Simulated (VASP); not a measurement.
# Mg (P6_3/mmc) in VASP: further runs

The runs below take Mg through single point, with LDA, PBE, PBEsol, RPBE.

All numbers are computed with VASP 6.6.1; they aren't measurements. Logs are shortened: lines on timing, memory, paths and dates and some standing lists are left out, and cuts for length are marked.

## 1. The cell of the first run

Symmetry: P6_3/mmc, No. 194, hexagonal system. Conventional cell: a = 3.107 Å, b = 3.107 Å, c = 5.191 Å, α = 90.00°, β = 90.00°, γ = 120.00°. Mg (site symmetry -6m2) has 12 Mg at 3.11 to 3.16 Å within 4.1 Å.

## 2. Single point, LDA

File INCAR:

```
PREC = Accurate
ENCUT = 520
EDIFF = 1E-6
ISMEAR = -1
SIGMA = 0.05
LREAL = F
LASPH = T
NELM = 80
ALGO = Normal
ISIF = 2
LWAVE = F
LCHARG = F
GGA = CA
NBANDS = 9
```

File KPOINTS:

```
Automatic mesh
0
Gamma
  10 10 5
```

File POSCAR:

```
Mg
1.0
    3.1072701871      0.0000000000      0.0000000000
   -1.5536350936      2.6909749185      0.0000000000
    0.0000000000      0.0000000000      5.1911864523
Mg
2
Direct
    0.6666666667      0.3333333333      0.7500000000
    0.3333333333      0.6666666667      0.2500000000
```

Potentials or basis: VASP PAW LDA potentials, release 64 (Mg).

Launch:

```sh
$ cat potpaw_LDA.64/Mg/POTCAR > POTCAR
$ mpirun -np 1 vasp_std > vasp.out
```

OUTCAR:

```text
PREC = Accurate
   ENCUT = 520
   EDIFF = 1E-6
   ISMEAR = -1
   LREAL = F
   LASPH = T
   NELM = 80
   ISIF = 2
   GGA = CA

 ion  position               nearest neighbor table
   1  0.667  0.333  0.750-   2 3.16   2 3.16   2 3.16   2 3.16   2 3.16   2 3.16
   2  0.333  0.667  0.250-   1 3.16   1 3.16   1 3.16   1 3.16   1 3.16   1 3.16

  LATTYP: Found a hexagonal cell.
 ALAT       =     3.1072701871
 C/A-ratio  =     1.6706582111

  Lattice vectors:

 A1 = (   3.1072701871,   0.0000000000,   0.0000000000)
 A2 = (  -1.5536350936,   2.6909749185,   0.0000000000)
 A3 = (   0.0000000000,   0.0000000000,   5.1911864523)

Analysis of symmetry for initial positions (statically):
=====================================================================
 Subroutine PRICEL returns:
 Original cell was already a primitive cell.

 Routine SETGRP: Setting up the symmetry group for a
 hexagonal supercell.

 Subroutine GETGRP returns: Found 24 space group operations
 (whereof 12 operations were pure point group operations)
 out of a pool of 24 trial point group operations.

The static configuration has the point symmetry D_3d.
 The point group associated with its full space group is D_6h.

Analysis of symmetry for dynamics (positions and initial velocities):
=====================================================================
 Subroutine PRICEL returns:
 Original cell was already a primitive cell.

 Routine SETGRP: Setting up the symmetry group for a
 hexagonal supercell.

 Subroutine GETGRP returns: Found 24 space group operations
 (whereof 12 operations were pure point group operations)
 out of a pool of 24 trial point group operations.

The dynamic configuration has the point symmetry D_3d.
 The point group associated with its full space group is D_6h.

 Subroutine INISYM returns: Found 24 space group operations
 (whereof 12 operations are pure point group operations),
 and found     1 'primitive' translations

----------------------------------------------------------------------------------------

                                     Primitive cell

  volume of cell :      43.4066

  direct lattice vectors                    reciprocal lattice vectors
     3.107270187  0.000000000  0.000000000     0.321825892  0.185806265  0.000000000
    -1.553635094  2.690974918  0.000000000     0.000000000  0.371612531  0.000000000
     0.000000000  0.000000000  5.191186452     0.000000000  0.000000000  0.192634191

  length of vectors
[... 88 lines left out ...]
   ISIF   =      2    stress and relaxation
   ISYM   =      2    0-nonsym 1-usesym 2-fastsym
   POTIM  = 0.5000    time-step for ionic-motion
   TEBEG  =    0.0;   TEEND  =   0.0 temperature during run
   PSTRESS=    0.0 pullay stress
   NELECT =       4.0000    total number of electrons
   NUPDOWN=      -1.0000    fix difference up-down
   EMIN   =  10.00;   EMAX   =-10.00  energy-range for DOS
   EFERMI =   0.00;   METHOD = LEGACY
   ISMEAR =    -1;   SIGMA  =   0.05  broadening in eV -4-tet -1-fermi 0-gaus
   EFERMI_NEDOS =   21; number of points for ismear=-14 and -15
   IALGO  =     38    algorithm
   IMIX   =      4    mixing-type and parameters
     AMIX     =   0.40;   BMIX     =  1.00
     AMIX_MAG =   1.60;   BMIX_MAG =  1.00
  volume/ion in A,a.u.               =      21.70       146.46
  Fermi-wavevector in a.u.,A,eV,Ry     =   0.739452  1.397361  7.439511  0.546789
  Thomas-Fermi vector in A             =   1.833618
   LORBIT       =      0    0 simple, 1 ext, 2 COOP (PROOUT), +10 PAW based schemes
   GGA     = CA    functional components
   LHFCALC =     F    Hartree Fock is set to
   AEXX    =    0.0000 exact exchange contribution
   IVDW    =     0    specifies the selected vdW correction
   LEPSILON=     F    determine dielectric tensor
   LRPA    =     F    only Hartree local field effects (RPA)
 non-spin polarized calculation
  energy-cutoff  :      520.00
  volume of cell :       43.41
 maximum number of plane-waves:      1180
 NGX is ok and might be reduce to    24
   NGX = 11   NGY = 11   NGZ = 19

 number of electron       4.0000000 magnetization

 Free energy of the ion-electron system (eV)
  ---------------------------------------------------
  ext. energy  EPLUGINS =         0.00000000
  ---------------------------------------------------
  free energy    TOTEN  =        -3.61913141 eV

  energy without entropy =       -3.61082492  energy(sigma->0) =       -3.61497816

 E-fermi :   2.8131     XC(G=0):  -8.8620

 val. band max:        2.7435082818   @ k =   0.3000   0.3000   0.4000
 cond. band min:       2.8296275289   @ k =   0.4000   0.1000   0.4000
 fundamental gap:      0.0861192471
 Fermi energy:         2.8131454980

 k-point     1 :       0.0000    0.0000    0.0000
  band No.  band energies     occupation
      1      -4.3969      2.00000
      2       0.8755      2.00000
      3       1.2241      2.00000
      4      14.2999      0.00000
      5      14.2999      0.00000
      6      14.5297      0.00000
      7      14.5297      0.00000
      8      14.6509      0.00000
      9      16.9603      0.00000
[... 265 lines left out ...]
 k-point    24 :       0.4000    0.1000    0.2000
  band No.  band energies     occupation
      1       0.0789      2.00000
      2       1.9686      2.00000
      3       3.3569      0.00004
      4       5.1723      0.00000
      5       7.1327      0.00000
      6       8.2190      0.00000
      7       9.7212      0.00000
      8      11.1763      0.00000
      9      13.9082      0.00000

 [... further k-points ...]

------------------------ aborting loop because EDIFF is reached ----------------------------------------

  FORCE on cell =-STRESS in cart. coord.  units (eV):
  Direction    XX          YY          ZZ          XY          YZ          ZX
  --------------------------------------------------------------------------------------
  -------------------------------------------------------------------------------------
  Total       -0.1070295     -0.1070295     -0.0906990      0.0000000      0.0000000      0.0000000
  in kB       -3.9505613     -3.9505613     -3.3477854      0.0000000      0.0000000      0.0000000
  external PRESSURE =      -3.7496360 kB  Pullay stress =       0.0000000 kB

 VOLUME and BASIS-vectors are now :
 -----------------------------------------------------------------------------
  energy-cutoff  :      520.00
  volume of cell :       43.41
      direct lattice vectors                 reciprocal lattice vectors
     3.107270187  0.000000000  0.000000000     0.321825892  0.185806265  0.000000000
    -1.553635094  2.690974918  0.000000000     0.000000000  0.371612531  0.000000000
     0.000000000  0.000000000  5.191186452     0.000000000  0.000000000  0.192634191

 POSITION                                       TOTAL-FORCE (eV/Angst)
 -----------------------------------------------------------------------------------
      1.55364      0.89699      3.89339        -0.000000      0.000000      0.000000
     -0.00000      1.79398      1.29780         0.000000     -0.000000      0.000000
 -----------------------------------------------------------------------------------
    total drift:                               -0.000000      0.000000     -0.000000

  FREE ENERGIE OF THE ION-ELECTRON SYSTEM (eV)
  ---------------------------------------------------
  free  energy   TOTEN  =        -3.6191314069 eV

  energy  without entropy=       -3.6108249230  energy(sigma->0) =       -3.61497816
```

OSZICAR:

```text
N       E                     dE             d eps       ncg     rms          rms(c)
DAV:   1    -0.727276312788E+00   -0.72728E+00   -0.12406E+03   756   0.312E+02
DAV:   2    -0.360095306536E+01   -0.28737E+01   -0.27455E+01  1010   0.268E+01
DAV:   3    -0.363966153699E+01   -0.38708E-01   -0.38663E-01   984   0.270E+00
DAV:   4    -0.363974602893E+01   -0.84492E-04   -0.84490E-04  1015   0.124E-01
DAV:   5    -0.363974637311E+01   -0.34418E-06   -0.34395E-06   953   0.696E-03    0.930E-01
DAV:   6    -0.362822419877E+01    0.11522E-01   -0.59495E-04   895   0.133E-01    0.591E-01
DAV:   7    -0.361914037548E+01    0.90838E-02   -0.20346E-03   808   0.243E-01    0.296E-02
DAV:   8    -0.361913236595E+01    0.80095E-05   -0.16811E-05  1071   0.210E-02    0.648E-03
DAV:   9    -0.361913140690E+01    0.95905E-06   -0.63357E-07   737   0.371E-03
   1 F= -.36191314E+01 E0= -.36149782E+01  d E =-.830648E-02
```

It took 19 s on 1 thread of AMD EPYC 7R43 (Zen 3), shared host; peak memory 0.1 GiB.

Results:

```
Free energy            : -3.6191 eV
Pressure               : -0.4 GPa
Band gap on the k mesh : zero (band 2 reaches 3.34 eV, above the bottom of band 3 at 1.22 eV)
```

Levels at points of the mesh, in eV from the Fermi level:
```
           k point  band 1  band 2  band 3  band 4  band 5
(0.00, 0.00, 0.00)   -7.21   -1.94   -1.59   11.49   11.49
(0.50, 0.00, 0.00)   -2.19   -2.13    2.66    2.98    3.15
```

## 3. Single point, PBE

This run uses another cell than the first one, of 23.01 Å³/atom, 1.060 times its volume.

File INCAR:

```
SYSTEM = Mg
  ALGO = Normal
  EDIFF = 1E-6
  ENCUT = 520
  GGA = PE
  ISIF = 2
  ISMEAR = -1
  LASPH = .TRUE.
  LCHARG = .TRUE.
  LELF = .TRUE.
  LREAL = .FALSE.
  LVHAR = .TRUE.
  LWAVE = .FALSE.
  NBANDS = 9
  NELM = 100
  PREC = Accurate
  SIGMA = 0.05
```

File KPOINTS:

```
k-points
0
G
  10 10 5
  0 0 0
```

File POSCAR:

```
Mg
1.0
    3.1675732820      0.0000000000      0.0000000000
   -1.5837866410      2.7431989306      0.0000000000
    0.0000000000      0.0000000000      5.2968207595
Mg
2
Direct
    0.6666666667      0.3333333333      0.7500000000
    0.3333333333      0.6666666667      0.2500000000
```

Potentials or basis: VASP PAW PBE potentials, release 64 (Mg).

Launch:

```sh
$ cat potpaw_PBE.64/Mg/POTCAR > POTCAR
$ mpirun -np 1 vasp_std > vasp.out
```

Run time: 34 s. Hardware: 1 thread of AMD EPYC 7R43 (Zen 3), shared host; peak memory 0.13 GiB.

The run converged. Its results:

```
Free energy            : -3.0122 eV
Pressure               : -0.1 GPa
Band gap on the k mesh : zero (band 2 reaches 3.19 eV, above the bottom of band 3 at 1.11 eV)
```

Levels at points of the mesh, in eV from the Fermi level:
```tsv
k point	band 1	band 2	band 3	band 4	band 5	band 6
(0.00, 0.00, 0.00)	-6.97	-1.87	-1.56	11.19	11.19	11.37
(0.50, 0.00, 0.00)	-2.11	-2.07	2.58	2.92	3.03	3.51
```

## 4. Single point, PBEsol

This run uses another cell than the first one, of 22.56 Å³/atom, 1.040 times its volume.

File INCAR:

```
  ALGO = Normal
  EDIFF = 1E-6
  ENCUT = 520
  GGA = PS
  ISIF = 2
  ISMEAR = -1
  LASPH = True
  LCHARG = False
  LREAL = False
  LWAVE = False
  NBANDS = 9
  NELM = 80
  PREC = Accurate
  SIGMA = 0.05
```

File KPOINTS:

```
k-points
0
Gamma
  10 10 5
```

File POSCAR:

```
Mg
1.0
    3.1474521035      0.0000000000      0.0000000000
   -1.5737260517      2.7257734788      0.0000000000
    0.0000000000      0.0000000000      5.2598749168
Mg
2
Direct
    0.6666666667      0.3333333333      0.7500000000
    0.3333333333      0.6666666667      0.2500000000
```

Launch:

```sh
$ cat potpaw_PBE.64/Mg/POTCAR > POTCAR
$ mpirun -np 1 vasp_std > vasp.out
```

Run time: 26 s. Hardware: 1 thread of AMD EPYC 7R43 (Zen 3), shared host; peak memory 0.12 GiB.

The run converged. Its results:

- Free energy: -3.4464 eV
- Pressure: 0.0 GPa
- Band gap on the k mesh: zero (band 2 reaches 3.24 eV, above the bottom of band 3 at 1.18 eV)

Levels at points of the mesh, in eV from the Fermi level:
```tsv
k point	band 1	band 2	band 3	band 4	band 5
(0.00, 0.00, 0.00)	-7.05	-1.91	-1.55	11.29	11.29
(0.50, 0.00, 0.00)	-2.15	-2.08	2.60	2.92	3.08
```

Caveat: the PAW data sets were made with another functional, which shifts forces and pressure a little.

## 5. Single point, PBE

This run uses another cell than the first one, of 23.24 Å³/atom, 1.071 times its volume.

File INCAR:

```
SYSTEM = Mg
PREC     = Accurate       ! precision mode
ENCUT    = 520            ! plane-wave cutoff, eV
EDIFF    = 1E-6           ! SCF threshold, eV
ISMEAR   = -1             ! smearing method
SIGMA    = 0.05           ! smearing width, eV
LREAL    = .False.        ! projectors in reciprocal space
LASPH    = .True.         ! aspherical terms in the spheres
NELM     = 100            ! most SCF steps
ALGO     = Normal         ! electronic algorithm
ISIF     = 2              ! what is computed and relaxed
LWAVE    = .False.        ! write WAVECAR
LCHARG   = .True.         ! write CHGCAR
GGA      = PE             ! functional
LELF     = .True.         ! ELF
LVHAR    = .True.       
NBANDS   = 9              ! bands
```

File KPOINTS:

```
regular mesh
0
Gamma
  10 10 5
  0 0 0
```

File POSCAR:

```
Mg
1.0
    3.2093000000      0.0000000000      0.0000000000
   -1.6046500000      2.7793353284      0.0000000000
    0.0000000000      0.0000000000      5.2103000000
Mg
2
Direct
    0.6666666667      0.3333333333      0.7500000000
    0.3333333333      0.6666666667      0.2500000000
```

Launch:

```sh
$ cat potpaw_PBE.64/Mg/POTCAR > POTCAR
$ mpirun -np 1 vasp_std > vasp.out
```

Wall time 30 s (1 thread of AMD EPYC 7R43 (Zen 3), shared host); peak memory 0.13 GiB.

The run converged. Its results:

| Item | Value |
| --- | --- |
| Free energy | -3.0065 eV |
| Pressure | -0.5 GPa |
| Band gap on the k mesh | zero (band 2 reaches 3.23 eV, above the bottom of band 3 at 1.33 eV) |

Stress tensor (GPa, compression positive):
```
-0.88  0.00  0.00
 0.00 -0.88  0.00
 0.00  0.00  0.28
```

Levels at points of the mesh, in eV from the Fermi level:
```
           k point  band 1  band 2  band 3  band 4  band 5  band 6  band 7
(0.00, 0.00, 0.00)   -6.91   -1.69   -1.27   10.84   10.84   10.93   10.93
(0.50, 0.00, 0.00)   -2.15   -2.15    2.62    2.99    3.22    3.63    6.79
```

## 6. Single point, RPBE

This run uses another cell than the first one, of 23.75 Å³/atom, 1.094 times its volume.

File INCAR:

```
PREC     = Accurate       # precision mode
ENCUT    = 520            # plane-wave cutoff, eV
EDIFF    = 1E-6           # SCF threshold, eV
ISMEAR   = -1             # smearing method
SIGMA    = 0.05           # smearing width, eV
LREAL    = False          # projectors in reciprocal space
LASPH    = True           # aspherical terms in the spheres
NELM     = 60             # most SCF steps
ALGO     = Normal         # electronic algorithm
ISIF     = 2              # what is computed and relaxed
LWAVE    = False          # write WAVECAR
LCHARG   = False          # write CHGCAR
GGA      = RP             # functional
NBANDS   = 9              # bands
```

File KPOINTS:

```
Automatic mesh
0
Gamma
  10 10 5
```

File POSCAR:

```
Mg
1.0
    3.2014586757      0.0000000000      0.0000000000
   -1.6007293378      2.7725445423      0.0000000000
    0.0000000000      0.0000000000      5.3520314217
Mg
2
Direct
    0.6666666667      0.3333333333      0.7500000000
    0.3333333333      0.6666666667      0.2500000000
```

Potentials or basis: VASP PAW PBE potentials, release 64 (Mg).

Launch:

```sh
$ cat potpaw_PBE.64/Mg/POTCAR > POTCAR
$ mpirun -np 1 vasp_std > vasp.out
```

Run time: 22 s. Hardware: 1 thread of AMD EPYC 7R43 (Zen 3), shared host; peak memory 0.12 GiB.

The run converged. Its results:

| Property | Result |
| --- | --- |
| Free energy | -2.6817 eV |
| Pressure | -0.2 GPa |
| Band gap on the k mesh | zero (band 2 reaches 3.12 eV, above the bottom of band 3 at 1.08 eV) |

Levels at points of the mesh, in eV from the Fermi level:
| k point | band 1 | band 2 | band 3 | band 4 | band 5 |
| --- | --- | --- | --- | --- | --- |
| (0.00, 0.00, 0.00) | -6.83 | -1.84 | -1.53 | 11.02 | 11.02 |
| (0.50, 0.00, 0.00) | -2.08 | -2.03 | 2.53 | 2.88 | 2.97 |

Caveat: the PAW data sets were made with another functional, which shifts forces and pressure a little.

## 7. Overview

```tsv
level	potentials or basis	cell	gap on the mesh (eV)	pressure (GPa)
LDA	VASP PAW LDA potentials, release 64 (Mg)	a = 3.107, b = 3.107, c = 5.191 Å, angles 90.0, 90.0, 120.0°, 2 atoms	none	-0.4
PBE	VASP PAW PBE potentials, release 64 (Mg)	a = 3.168, b = 3.168, c = 5.297 Å, angles 90.0, 90.0, 120.0°, 2 atoms	none	-0.1
PBEsol	VASP PAW PBE potentials, release 64 (Mg)	a = 3.147, b = 3.147, c = 5.260 Å, angles 90.0, 90.0, 120.0°, 2 atoms	none	0.0
PBE	VASP PAW PBE potentials, release 64 (Mg)	a = 3.209, b = 3.209, c = 5.210 Å, angles 90.0, 90.0, 120.0°, 2 atoms	none	-0.5
RPBE	VASP PAW PBE potentials, release 64 (Mg)	a = 3.201, b = 3.201, c = 5.352 Å, angles 90.0, 90.0, 120.0°, 2 atoms	none	-0.2
```

Alike in all rows: task single point; no spin polarisation; k mesh 10 × 10 × 5; cutoff (eV) 520; smearing fermi-dirac 0.05 eV.

Caveats: the PAW data sets were made with another functional, which shifts forces and pressure a little (some runs).

Absolute energies hang on the potentials; compare differences alone.
